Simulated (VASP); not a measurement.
# Ge2P3 (Cmc2_1) in VASP: further runs

Runs on Ge2P3. Level: PBE. Tasks: single point, relaxation of cell and atoms.

Program: VASP 6.6.1. These are calculated values, not measurements. Logs are shortened: lines on timing, memory, paths and dates and some standing lists are left out, and cuts for length are marked.

**1. The cell of the first run**

It takes space group Cmc2_1 (No. 36, orthorhombic). The conventional cell has a = 6.418 Å, b = 8.705 Å, c = 6.562 Å, α = 90.00°, β = 90.00°, γ = 90.00°. Ge (site symmetry m) has 10 P at 2.85 to 3.61 Å and 7 Ge at 3.15 to 3.85 Å within 3.9 Å. Ge (site symmetry m) has 11 P at 2.73 to 3.67 Å and 7 Ge at 3.15 to 3.85 Å within 3.9 Å. Within 2.4 Å of P (site symmetry 1) lie 1 P at 1.83 Å. Within 2.4 Å of P (site symmetry m) lie 2 P at 1.83 Å.

**2. Single point, PBE**

File INCAR:

```
ALGO     = Normal         # electronic algorithm
EDIFF    = 1E-7           # SCF threshold, eV
ENCUT    = 520            # plane-wave cutoff, eV
GGA      = PE             # functional
ISIF     = 2              # what is computed and relaxed
ISMEAR   = 0              # smearing method
LASPH    = T              # aspherical terms in the spheres
LCHARG   = F              # write CHGCAR
LREAL    = F              # projectors in reciprocal space
LWAVE    = F              # write WAVECAR
NBANDS   = 54             # bands
NELM     = 60             # most SCF steps
PREC     = Accurate       # precision mode
SIGMA    = 0.1            # smearing width, eV
```

File KPOINTS:

```
k-points
0
Gamma
  4 4 4
```

File POSCAR:

```
Ge2P3
1.0
    3.2089688796     -4.3526771750      0.0000000000
    3.2089688796      4.3526771750      0.0000000000
    0.0000000000      0.0000000000      6.5619440244
Ge P
4 6
Direct
    0.4268000000      0.5732000000      0.8371000000
    0.5732000000      0.4268000000      0.3371000000
    0.8943000000      0.1057000000      0.1145000000
    0.1057000000      0.8943000000      0.6145000000
    0.3873000000      0.0663000000      0.0000000000
    0.6127000000      0.9337000000      0.5000000000
    0.9337000000      0.6127000000      0.0000000000
    0.0663000000      0.3873000000      0.5000000000
    0.2059000000      0.7941000000      0.1577000000
    0.7941000000      0.2059000000      0.6577000000
```

Potentials or basis: VASP PAW PBE potentials, release 64 (Ge_d, P).

Started as:

```bash
$ cat potpaw_PBE.64/Ge_d/POTCAR potpaw_PBE.64/P/POTCAR > POTCAR
$ mpirun -np 1 vasp_std > vasp.out
```

OUTCAR:

```text
EDIFF = 1E-7
   ENCUT = 520
   GGA = PE
   ISIF = 2
   ISMEAR = 0
   LASPH = T
   LREAL = F
   NELM = 60
   PREC = Accurate

 ion  position               nearest neighbor table
   1  0.427  0.573  0.837-   9 2.85   7 2.89   5 2.89   6 2.92   8 2.92   7 2.94   5 2.94
   2  0.573  0.427  0.337-  10 2.85   6 2.89   8 2.89   5 2.92   7 2.92   6 2.94   8 2.94
   3  0.894  0.106  0.114-   9 2.73   7 2.79   5 2.79   5 2.84   7 2.84
   4  0.106  0.894  0.614-  10 2.73   6 2.79   8 2.79   6 2.84   8 2.84
   5  0.387  0.066  0.000-   9 1.83   3 2.79   3 2.84   1 2.89   7 2.91   2 2.92   1 2.94
   6  0.613  0.934  0.500-  10 1.83   4 2.79   4 2.84   2 2.89   8 2.91   1 2.92   2 2.94
   7  0.934  0.613  0.000-   9 1.83   3 2.79   3 2.84   1 2.89   5 2.91   2 2.92   1 2.94
   8  0.066  0.387  0.500-  10 1.83   4 2.79   4 2.84   2 2.89   6 2.91   1 2.92   2 2.94
   9  0.206  0.794  0.158-   5 1.83   7 1.83   3 2.73   1 2.85
  10  0.794  0.206  0.658-   6 1.83   8 1.83   4 2.73   2 2.85

  LATTYP: Found a base centered orthorhombic cell.
 ALAT       =     6.4179377592
 B/A-ratio  =     1.3564099056
 C/A-ratio  =     1.0224380900

  Lattice vectors:

 A1 = (   3.2089688796,  -4.3526771750,   0.0000000000)
 A2 = (   3.2089688796,   4.3526771750,   0.0000000000)
 A3 = (   0.0000000000,   0.0000000000,   6.5619440244)

Analysis of symmetry for initial positions (statically):
=====================================================================
 Subroutine PRICEL returns:
 Original cell was already a primitive cell.

 Routine SETGRP: Setting up the symmetry group for a
 base centered orthorhombic supercell.

 Subroutine GETGRP returns: Found  4 space group operations
 (whereof  2 operations were pure point group operations)
 out of a pool of  8 trial point group operations.

The static configuration has the point symmetry C_1h.
 The point group associated with its full space group is C_2v.

Analysis of symmetry for dynamics (positions and initial velocities):
=====================================================================
 Subroutine PRICEL returns:
 Original cell was already a primitive cell.

 Routine SETGRP: Setting up the symmetry group for a
 base centered orthorhombic supercell.

 Subroutine GETGRP returns: Found  4 space group operations
 (whereof  2 operations were pure point group operations)
 out of a pool of  8 trial point group operations.

The dynamic configuration has the point symmetry C_1h.
 The point group associated with its full space group is C_2v.

 Subroutine INISYM returns: Found  4 space group operations
 (whereof  2 operations are pure point group operations),
 and found     1 'primitive' translations

----------------------------------------------------------------------------------------

                                     Primitive cell

  volume of cell :     183.3093

  direct lattice vectors                    reciprocal lattice vectors
     3.208968880 -4.352677175  0.000000000     0.155813290 -0.114871832  0.000000000
     3.208968880  4.352677175  0.000000000     0.155813290  0.114871832  0.000000000
     0.000000000  0.000000000  6.561944024     0.000000000  0.000000000  0.152393863

  length of vectors
     5.407705600  5.407705600  6.561944024     0.193580266  0.193580266  0.152393863

  position of ions in fractional coordinates (direct lattice)
     0.426800000  0.573200000  0.837100000
     0.573200000  0.426800000  0.337100000
     0.894300000  0.105700000  0.114500000
     0.105700000  0.894300000  0.614500000
     0.387300000  0.066300000  0.000000000
     0.612700000  0.933700000  0.500000000
     0.933700000  0.612700000  0.000000000
     0.066300000  0.387300000  0.500000000
     0.205900000  0.794100000  0.157700000
     0.794100000  0.205900000  0.657700000

  ion indices of the primitive-cell ions
   primitive index   ion index
                 1           1
                 2           2
                 3           3
                 4           4
                 5           5
                 6           6
                 7           7
                 8           8
                 9           9
                10          10

----------------------------------------------------------------------------------------

 KPOINTS: k-points

Automatic generation of k-mesh.
 Grid dimensions read from file:
 generate k-points for:    4    4    4

 Generating k-lattice:

  Cartesian coordinates                     Fractional coordinates (reciprocal lattice)
     0.038953323 -0.028717958  0.000000000     0.250000000  0.000000000  0.000000000
     0.038953323  0.028717958  0.000000000     0.000000000  0.250000000  0.000000000
     0.000000000  0.000000000  0.038098466     0.000000000  0.000000000  0.250000000

  Length of vectors
     0.048395066  0.048395066  0.038098466

  Shift w.r.t. Gamma in fractional coordinates (k-lattice)
     0.000000000  0.000000000  0.000000000

 Subroutine IBZKPT returns following result:
 ===========================================

 Found     21 irreducible k-points:

 Following reciprocal coordinates:
            Coordinates               Weight
  0.000000  0.000000  0.000000      1.000000
  0.250000 -0.000000  0.000000      4.000000
  0.500000 -0.000000  0.000000      2.000000
  0.250000  0.250000  0.000000      2.000000
  0.500000  0.250000  0.000000      4.000000
 -0.250000  0.250000  0.000000      2.000000
[... 13 lines left out ...]
 -0.250000  0.250000  0.500000      2.000000
  0.500000  0.500000  0.500000      1.000000
   k-points           NKPTS =     21   k-points in BZ     NKDIM =     21   number of bands    NBANDS=     54
   number of dos      NEDOS =    301   number of ions     NIONS =     10
   total plane-waves  NPLWV =  80000
   dimension x,y,z NGX =    40 NGY =   40 NGZ =   50
   dimension x,y,z NGXF=    80 NGYF=   80 NGZF=  100
   ions per type =               4   6
   NGX,Y,Z   is equivalent  to a cutoff of  12.30, 12.30, 12.67 a.u.
   NGXF,Y,Z  is equivalent  to a cutoff of  24.59, 24.59, 25.33 a.u.
 SYSTEM =  unknown system
   PREC   = accura    normal or accurate (medium, high low for compatibility)
   ISTART =      0    job   : 0-new  1-cont  2-samecut
   ICHARG =      2    charge: 1-file 2-atom 10-const
   ISPIN  =      1    spin polarized calculation?
   LNONCOLLINEAR =      F non collinear calculations
   LSORBIT =      F    spin-orbit coupling
   LASPH  =      T    aspherical Exc in radial PAW
   ENCUT  =  520.0 eV  38.22 Ry    6.18 a.u.  10.05 10.05 12.20*2*pi/ulx,y,z
   NELM   =     60;   NELMIN=  2; NELMDL= -5     # of ELM steps
   EDIFF  = 0.1E-06   stopping-criterion for ELM
   LREAL  =      F    real-space projection
   EDIFFG = 0.1E-05   stopping-criterion for IOM
   NSW    =      0    number of steps for IOM
   IBRION =     -1    ionic relax: 0-MD 1-quasi-New 2-CG
   NFREE  =      0    steps in history (QN), initial steepest desc. (CG)
   ISIF   =      2    stress and relaxation
   ISYM   =      2    0-nonsym 1-usesym 2-fastsym
   POTIM  = 0.5000    time-step for ionic-motion
   TEBEG  =    0.0;   TEEND  =   0.0 temperature during run
   PSTRESS=    0.0 pullay stress
   NELECT =      86.0000    total number of electrons
   NUPDOWN=      -1.0000    fix difference up-down
   EMIN   =  10.00;   EMAX   =-10.00  energy-range for DOS
   EFERMI =   0.00;   METHOD = LEGACY
   ISMEAR =     0;   SIGMA  =   0.10  broadening in eV -4-tet -1-fermi 0-gaus
   EFERMI_NEDOS =   21; number of points for ismear=-14 and -15
   IALGO  =     38    algorithm
   IMIX   =      4    mixing-type and parameters
     AMIX     =   0.40;   BMIX     =  1.00
     AMIX_MAG =   1.60;   BMIX_MAG =  1.00
  volume/ion in A,a.u.               =      18.33       123.70
  Fermi-wavevector in a.u.,A,eV,Ry     =   1.272075  2.403874 22.016615  1.618176
  Thomas-Fermi vector in A             =   2.404974
   LORBIT       =      0    0 simple, 1 ext, 2 COOP (PROOUT), +10 PAW based schemes
   GGA     = PE    functional components
   LHFCALC =     F    Hartree Fock is set to
   AEXX    =    0.0000 exact exchange contribution
   IVDW    =     0    specifies the selected vdW correction
   LEPSILON=     F    determine dielectric tensor
   LRPA    =     F    only Hartree local field effects (RPA)
 non-spin polarized calculation
 Gauss-broadening in eV      SIGMA  =   0.10
  energy-cutoff  :      520.00
  volume of cell :      183.31
 maximum number of plane-waves:      4958
   NGX = 21   NGY = 21   NGZ = 25

 number of electron      85.9999984 magnetization

 Free energy of the ion-electron system (eV)
  ---------------------------------------------------
  ext. energy  EPLUGINS =         0.00000000
  ---------------------------------------------------
  free energy    TOTEN  =       -41.54408983 eV

  energy without entropy =      -41.51936624  energy(sigma->0) =      -41.53172803

 E-fermi :   6.8239     XC(G=0): -10.6075

 val. band max:        6.7980163529   @ k =   0.2500  -0.0000   0.5000
 cond. band min:       6.8470734474   @ k =   0.5000   0.5000   0.0000
 fundamental gap:      0.0490570945
 Fermi energy:         6.8238716298

 k-point     1 :       0.0000    0.0000    0.0000
  band No.  band energies     occupation
      1     -18.3190      2.00000
      2     -18.3175      2.00000
      3     -18.3124      2.00000
      4     -18.3116      2.00000
      5     -18.3097      2.00000
      6     -18.3075      2.00000
[... 46 lines left out ...]
     53      11.1188      0.00000
     54      11.5428      0.00000

 k-point     2 :       0.2500   -0.0000    0.0000
  band No.  band energies     occupation
      1     -18.3189      2.00000
      2     -18.3177      2.00000
      3     -18.3124      2.00000
      4     -18.3115      2.00000
      5     -18.3096      2.00000
      6     -18.3075      2.00000
[... 46 lines left out ...]
     53      11.0557      0.00000
     54      11.2046      0.00000
[... 1024 lines left out ...]
     53      10.2391      0.00000
     54      10.2391      0.00000

 k-point    21 :       0.5000    0.5000    0.5000
  band No.  band energies     occupation
      1     -18.3197      2.00000
      2     -18.3197      2.00000
      3     -18.3117      2.00000
      4     -18.3117      2.00000
      5     -18.3078      2.00000
      6     -18.3078      2.00000
[... 46 lines left out ...]
     53       9.8578      0.00000
     54       9.8578      0.00000

------------------------ aborting loop because EDIFF is reached ----------------------------------------

  FORCE on cell =-STRESS in cart. coord.  units (eV):
  Direction    XX          YY          ZZ          XY          YZ          ZX
  --------------------------------------------------------------------------------------
  -------------------------------------------------------------------------------------
  Total       43.0292939      1.6747817     16.5329024      0.0000000      0.0000000      0.0000000
  in kB      376.0887314     14.6380868    144.5024474      0.0000000      0.0000000      0.0000000
  external PRESSURE =     178.4097552 kB  Pullay stress =       0.0000000 kB

 VOLUME and BASIS-vectors are now :
 -----------------------------------------------------------------------------
  energy-cutoff  :      520.00
  volume of cell :      183.31
      direct lattice vectors                 reciprocal lattice vectors
     3.208968880 -4.352677175  0.000000000     0.155813290 -0.114871832  0.000000000
     3.208968880  4.352677175  0.000000000     0.155813290  0.114871832  0.000000000
     0.000000000  0.000000000  6.561944024     0.000000000  0.000000000  0.152393863

 POSITION                                       TOTAL-FORCE (eV/Angst)
 -----------------------------------------------------------------------------------
      3.20897      0.63723      5.49300         0.000000      0.037706     -0.537781
      3.20897     -0.63723      2.21203         0.000000     -0.037706     -0.537781
      3.20897     -3.43252      0.75134         0.000000      0.984077     -0.181795
      3.20897      3.43252      4.03231         0.000000     -0.984077     -0.181795
      1.45559     -1.39721      0.00000         7.361540      1.708030     -4.524543
      4.96235      1.39721      3.28097        -7.361540     -1.708030     -4.524543
      4.96235     -1.39721      0.00000        -7.361540      1.708030     -4.524543
      1.45559      1.39721      3.28097         7.361540     -1.708030     -4.524543
      3.20897      2.56024      1.03482         0.000000     -3.658057      9.768662
      3.20897     -2.56024      4.31579         0.000000      3.658057      9.768662
 -----------------------------------------------------------------------------------
    total drift:                               -0.000000      0.000000      0.000581

  FREE ENERGIE OF THE ION-ELECTRON SYSTEM (eV)
  ---------------------------------------------------
  free  energy   TOTEN  =       -41.5440898263 eV

  energy  without entropy=      -41.5193662384  energy(sigma->0) =      -41.53172803
```

Wall time 1.9 min (1 thread of Intel Xeon 6975P-C (Granite Rapids), shared host); peak memory 0.35 GiB.

What came out:

* Free energy: -41.5441 eV
* Pressure: 17.8 GPa
* Largest force: 10.431 eV/Å
* Band gap on the k mesh: zero (bands 43 and 44 overlap by 0.88 eV)

Forces on the atoms (eV/Å):
```
Ge   0.000  0.038 -0.538
Ge   0.000 -0.038 -0.538
Ge   0.000  0.984 -0.182
Ge   0.000 -0.984 -0.182
P    7.362  1.708 -4.525
P   -7.362 -1.708 -4.525
P   -7.362  1.708 -4.525
P    7.362 -1.708 -4.525
P    0.000 -3.658  9.769
P    0.000  3.658  9.769
```

Stress tensor (GPa, compression positive):
```
37.61  0.00  0.00
 0.00  1.46  0.00
 0.00  0.00 14.45
```

Caveat: the stress differs along the axes, from 1 to 38 GPa; forces of over 1 eV/Å act on the atoms, so gaps and moduli don't describe the material at rest.

(Part 1 of 2 ends here.)

The gap in the log of VASP goes by the Fermi energy; the results here count the filled bands.